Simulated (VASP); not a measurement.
# C in VASP: a series of runs, part 2 of 2

VASP 6.6.1. Earlier steps stand in the parts before.

### 3 Single point, PBE

INCAR reads:

```
PREC = Accurate ; ENCUT = 520
EDIFF = 1E-7 ; ISMEAR = -1
SIGMA = 0.02 ; LREAL = False
LASPH = True ; NELM = 60
ALGO = Normal ; ISIF = 2
LWAVE = False ; LCHARG = False
LDIPOL = True ; IDIPOL = 3
DIPOL = 0.5 0.5 0.500 ; GGA = PE
NBANDS = 21
```

KPOINTS reads:

```
regular mesh
0
Gamma
  12 8 1
```

POSCAR reads:

```
C
1.0
    2.5255274271      0.0000000000      0.0000000000
    0.0000000000      3.5716351395      0.0000000000
    0.0000000000      0.0000000000     18.5255000000
C
6
Direct
    0.7500000000      0.0971674604      0.4383265556
    0.2500000000      0.9028325396      0.4383265556
    0.2500000000      0.6103415899      0.5000000220
    0.7500000000      0.3896584101      0.5000000220
    0.7500000000      0.0971674345      0.5616734224
    0.2500000000      0.9028325655      0.5616734224
```

Potentials or basis: VASP PAW PBE potentials, release 64 (C).

Command:

```
$ cat potpaw_PBE.64/C/POTCAR > POTCAR
$ mpirun -np 1 vasp_std > vasp.out
```

It took 9.7 min on 1 thread of Intel Xeon 8259CL, shared host; peak memory 0.29 GiB.

Results (log left out):

* Free energy: -48.8448 eV
* Largest force: 0.032 eV/Å
* Band gap on the k mesh: zero (bands 12 and 13 overlap by 0.93 eV)

Forces on the atoms (eV/Å):
```
C    0.000  0.021 -0.025
C    0.000 -0.021 -0.025
C    0.000 -0.001  0.000
C    0.000  0.001  0.000
C    0.000  0.021  0.025
C    0.000 -0.021  0.025
```

Levels at points of the mesh, in eV from the Fermi level:
```
           k point  band 10  band 11  band 12  band 13  band 14  band 15
(0.00, 0.00, 0.00)    -2.31    -2.12     0.73     0.87     5.21     5.23
(0.50, 0.00, 0.00)    -4.94    -1.62    -1.62     1.28     1.28     6.63
(0.00, 0.50, 0.00)    -3.43    -0.66    -0.57     0.78     2.37     6.58
(0.50, 0.50, 0.00)    -5.51    -0.45    -0.45     1.49     1.49     9.36
```

### 4 Single point, PBE

INCAR reads:

```
SYSTEM = C
ALGO = Normal
DIPOL = 0.5 0.5 0.500
EDIFF = 1E-6
ENCUT = 520
GGA = PE
IDIPOL = 3
ISIF = 2
ISMEAR = -1
LASPH = .True.
LCHARG = .False.
LDIPOL = .True.
LREAL = .False.
LWAVE = .False.
NBANDS = 21
NELM = 60
PREC = Accurate
SIGMA = 0.02
```

KPOINTS reads:

```
k-points
0
Gamma
  12 8 1
  0 0 0
```

POSCAR is that of step 3.

Potentials or basis: VASP PAW PBE potentials, release 64 (C).

Command:

```
$ cat potpaw_PBE.64/C/POTCAR > POTCAR
$ mpirun -np 1 vasp_std > vasp.out
```

OUTCAR:

```text
SYSTEM = C
   EDIFF = 1E-6
   ENCUT = 520
   GGA = PE
   ISIF = 2
   ISMEAR = -1
   LASPH = .True.
   LREAL = .False.
   NELM = 60
   PREC = Accurate

 ion  position               nearest neighbor table
   1  0.750  0.097  0.438-   2 1.44   2 1.44   4 1.55
   2  0.250  0.903  0.438-   1 1.44   1 1.44   3 1.55
   3  0.250  0.610  0.500-   4 1.49   4 1.49   6 1.55   2 1.55
   4  0.750  0.390  0.500-   3 1.49   3 1.49   5 1.55   1 1.55
   5  0.750  0.097  0.562-   6 1.44   6 1.44   4 1.55
   6  0.250  0.903  0.562-   5 1.44   5 1.44   3 1.55

  LATTYP: Found a simple orthorhombic cell.
 ALAT       =     2.5255274271
 B/A-ratio  =     1.4142135624
 C/A-ratio  =     7.3352994710

[... 787 lines left out ...]
  Total       -3.1312719      7.9609574      0.0741044      0.0000000      0.0000000      0.0000000
  in kB      -30.0221815     76.3285066      0.7105027      0.0000000      0.0000000      0.0000000
  external PRESSURE =      15.6722759 kB  Pullay stress =       0.0000000 kB

 VOLUME and BASIS-vectors are now :
 -----------------------------------------------------------------------------
  energy-cutoff  :      520.00
  volume of cell :      167.10
      direct lattice vectors                 reciprocal lattice vectors
     2.525527427  0.000000000  0.000000000     0.395956896  0.000000000  0.000000000
     0.000000000  3.571635140  0.000000000     0.000000000  0.279983806  0.000000000
     0.000000000  0.000000000 18.525500000     0.000000000  0.000000000  0.053979650

 POSITION                                       TOTAL-FORCE (eV/Angst)
 -----------------------------------------------------------------------------------
      1.89415      0.34705      8.12022         0.000000      0.020864     -0.024726
      0.63138      3.22459      8.12022         0.000000     -0.020864     -0.024726
      0.63138      2.17992      9.26275         0.000000     -0.001226      0.000000
      1.89415      1.39172      9.26275         0.000000      0.001226      0.000000
      1.89415      0.34705     10.40528         0.000000      0.020864      0.024726
      0.63138      3.22459     10.40528         0.000000     -0.020864      0.024726
 -----------------------------------------------------------------------------------
    total drift:                               -0.000001      0.000002     -0.000038

  FREE ENERGIE OF THE ION-ELECTRON SYSTEM (eV)
  ---------------------------------------------------
  free  energy   TOTEN  =       -48.8447942482 eV

  energy  without entropy=      -48.8432533410  energy(sigma->0) =      -48.84402379

 vacuum level on the upper side and lower side of the slab         3.053         3.053
```

OSZICAR:

```text
N       E                     dE             d eps       ncg     rms          rms(c)
DAV:   1     0.181365819010E+03    0.18137E+03   -0.10028E+04  1470   0.904E+02
DAV:   2    -0.304123557164E+02   -0.21178E+03   -0.20333E+03  2095   0.219E+02
DAV:   3    -0.507331610917E+02   -0.20321E+02   -0.19994E+02  1928   0.750E+01
[... 13 lines left out ...]
DAV:  17    -0.488447535395E+02   -0.46852E-04   -0.37505E-06  1500   0.526E-03    0.136E-03
DAV:  18    -0.488447882525E+02   -0.34713E-04   -0.28165E-06  1466   0.388E-03    0.597E-04
DAV:  19    -0.488447918671E+02   -0.36146E-05   -0.86386E-08  1531   0.126E-03    0.266E-04
DAV:  20    -0.488447941575E+02   -0.22904E-05   -0.81893E-08  1376   0.966E-04    0.132E-04
DAV:  21    -0.488447942482E+02   -0.90720E-07   -0.25393E-09  1511   0.320E-04
   1 F= -.48844794E+02 E0= -.48844024E+02  d E =-.154091E-02
```

Run time: 8.9 min. Hardware: 1 thread of Intel Xeon 8259CL, shared host; peak memory 0.29 GiB.

What came out:

* Free energy: -48.8448 eV
* Largest force: 0.032 eV/Å
* Band gap on the k mesh: zero (bands 12 and 13 overlap by 0.93 eV)

Forces in eV/Å, atoms in the order of the input:
```
C    0.000  0.021 -0.025
C    0.000 -0.021 -0.025
C    0.000 -0.001  0.000
C    0.000  0.001  0.000
C    0.000  0.021  0.025
C    0.000 -0.021  0.025
```

### 5 Single point, PBE

INCAR reads:

```
SYSTEM = C
ALGO     = Normal         ! electronic algorithm
EDIFF    = 1E-6           ! SCF threshold, eV
ENCUT    = 520            ! plane-wave cutoff, eV
GGA      = PE             ! functional
ISIF     = 2              ! what is computed and relaxed
ISMEAR   = -1             ! smearing method
LASPH    = .TRUE.         ! aspherical terms in the spheres
LCHARG   = .FALSE.        ! write CHGCAR
LREAL    = .FALSE.        ! projectors in reciprocal space
LWAVE    = .FALSE.        ! write WAVECAR
NBANDS   = 21             ! bands
NELM     = 80             ! most SCF steps
PREC     = Accurate       ! precision mode
SIGMA    = 0.02           ! smearing width, eV
```

KPOINTS reads:

```
k-points
0
G
  12 8 1
  0 0 0
```

POSCAR is that of step 4.

Command:

```
$ cat potpaw_PBE.64/C/POTCAR > POTCAR
$ mpirun -np 1 vasp_std > vasp.out
```

Wall time 8.4 min (1 thread of Intel Xeon 8259CL, shared host); peak memory 0.29 GiB.

The run converged. Its results:

```
Free energy            : -48.8448 eV
Largest force          : 0.032 eV/Å
Band gap on the k mesh : zero (bands 12 and 13 overlap by 0.93 eV)
```

Forces on the atoms (eV/Å):
```
C    0.000  0.021 -0.025
C    0.000 -0.021 -0.025
C    0.000 -0.001  0.000
C    0.000  0.001  0.000
C    0.000  0.021  0.025
C    0.000 -0.021  0.025
```

Levels at points of the mesh, in eV from the Fermi level:
| k point | band 8 | band 9 | band 10 | band 11 | band 12 | band 13 | band 14 | band 15 | band 16 | band 17 |
| --- | --- | --- | --- | --- | --- | --- | --- | --- | --- | --- |
| (0.00, 0.00, 0.00) | -6.40 | -4.37 | -2.31 | -2.12 | 0.73 | 0.87 | 5.21 | 5.23 | 5.32 | 5.51 |
| (0.50, 0.00, 0.00) | -7.55 | -4.94 | -4.94 | -1.62 | -1.62 | 1.28 | 1.28 | 6.63 | 6.63 | 9.43 |
| (0.00, 0.50, 0.00) | -4.59 | -4.28 | -3.43 | -0.66 | -0.57 | 0.78 | 2.37 | 6.58 | 7.22 | 7.84 |
| (0.50, 0.50, 0.00) | -6.30 | -5.51 | -5.51 | -0.45 | -0.45 | 1.49 | 1.49 | 9.36 | 9.36 | 9.49 |

### 6 The runs side by side

```tsv
cell	dipole correction	gap on the mesh (eV)	largest force (eV/Å)
as given, atomic positions A	yes	none	4.58
as given, atomic positions B	yes	none	0.03
as given, atomic positions B	no	none	0.03
```

Alike in all rows: task single point; level PBE; potentials or basis VASP PAW PBE potentials, release 64 (C); no spin polarisation; k mesh 12 × 8 × 1; cutoff (eV) 520; smearing fermi-dirac 0.02 eV.

Absolute energies hang on the potentials; compare differences alone.
